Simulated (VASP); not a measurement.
Input of a VASP 6.6.1 run:

The input INCAR:

```
SYSTEM = W
ALGO     = Normal         ! electronic algorithm
EDIFF    = 1E-8           ! SCF threshold, eV
ENCUT    = 520            ! plane-wave cutoff, eV
GGA      = PS             ! functional
ISIF     = 2              ! what is computed and relaxed
ISMEAR   = -1             ! smearing method
LASPH    = .True.         ! aspherical terms in the spheres
LCHARG   = .False.        ! write CHGCAR
LEFG     = .True.       
LREAL    = .False.        ! projectors in reciprocal space
LWAVE    = .False.        ! write WAVECAR
NBANDS   = 13             ! bands
NELM     = 60             ! most SCF steps
PREC     = Accurate       ! precision mode
SIGMA    = 0.05           ! smearing width, eV
```

File KPOINTS:

```
k-points
0
Gamma
  14 14 14
  0 0 0
```

The input POSCAR:

```
W
1.0
    0.0000000000      2.0698140295      2.0698140295
    2.0698140295      0.0000000000      2.0698140295
    2.0698140295      2.0698140295      0.0000000000
W
1
Direct
    0.0000000000      0.0000000000      0.0000000000
```

Potentials or basis: VASP PAW PBE potentials, release 64 (W_sv).

Run with:

```bash
$ cat potpaw_PBE.64/W_sv/POTCAR > POTCAR
$ mpirun -np 1 vasp_std > vasp.out
```

(1) Predict the pressure.

(2) What does it give for the band gap on the k mesh?

Results:

(1) -25.1 GPa.

(2) zero (band 7 reaches 11.97 eV, above the bottom of band 8 at 8.81 eV).

Caveat: without QUAD_EFG the Cq values of the log hold for a quadrupole moment of 1 mb, not for the nuclei; the PAW data sets were made with another functional, which shifts forces and pressure a little; spin-orbit coupling is left out, which moves the levels of the heavy elements.
